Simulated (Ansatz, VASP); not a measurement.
Two plane-wave programs on Te

INCAR

```
  PREC = Accurate
  ENCUT = 520
  EDIFF = 1E-6
  ISMEAR = -1
  SIGMA = 0.1
  LREAL = F
  LASPH = T
  NELM = 60
  ALGO = Normal
  ISIF = 2
  LWAVE = F
  LCHARG = T
  GGA = PS
  LELF = T
  LVHAR = T
  NBANDS = 9
```

The input KPOINTS:

```
regular mesh
0
Gamma
  13 13 13
```

Contents of POSCAR:

```
Te
1.0
   -1.8647772274      1.8647772274      1.8647772274
    1.8647772274     -1.8647772274      1.8647772274
    1.8647772274      1.8647772274     -1.8647772274
Te
1
Direct
    0.0000000000      0.0000000000      0.0000000000
```

Input for Ansatz:

```yaml
crystal:
  lattice:
    - [-1.8647772274, 1.8647772274, 1.8647772274]
    - [1.8647772274, -1.8647772274, 1.8647772274]
    - [1.8647772274, 1.8647772274, -1.8647772274]
  atoms:
    - { symbol: Te, position: [0.0, 0.0, 0.0] }
hamiltonian:
  xc: pbesol
  pseudopotentials:
    kind: paw
    azcp:
      Te: "pseudopotentials/Te.paw.azcp"
basis:
  ecutwfc: 420
  fft_grid_basis: typed
kpoints:
  mp_grid: { grid: [13, 13, 13], shift: [0, 0, 0] }
magnetization:
  spin_polarized: false
scf:
  occupations: { method: fermi_dirac, width: 0.1 }
  lower_state_search: "off"
output:
  stress: true
```

Alike in both runs: task single point; functional PBEsol; k mesh 13 × 13 × 13; occupations fermi-dirac, width 0.1 eV; no spin polarisation.

|  | VASP | Ansatz |
| --- | --- | --- |
| version | VASP 6.6.1 | Ansatz 0.2.0 |
| potentials or method | VASP PAW PBE potentials, release 64 (Te), cutoff 520 eV | plane waves (420 eV) with PAW, scalar-relativistic |
| valence electrons in the cell | 6 | 16 |

|  | VASP | Ansatz | Ansatz less VASP |
| --- | --- | --- | --- |
| pressure (GPa) | 3.0 | 3.0 | -0.02 |

VASP's potentials were made for PBE, not for PBEsol, and Ansatz warns of the same on its side. VASP's potentials hold 6 valence electrons a cell and Ansatz's 16, so a difference there can come from the potentials and not from the codes.

Spin-orbit coupling is off throughout.
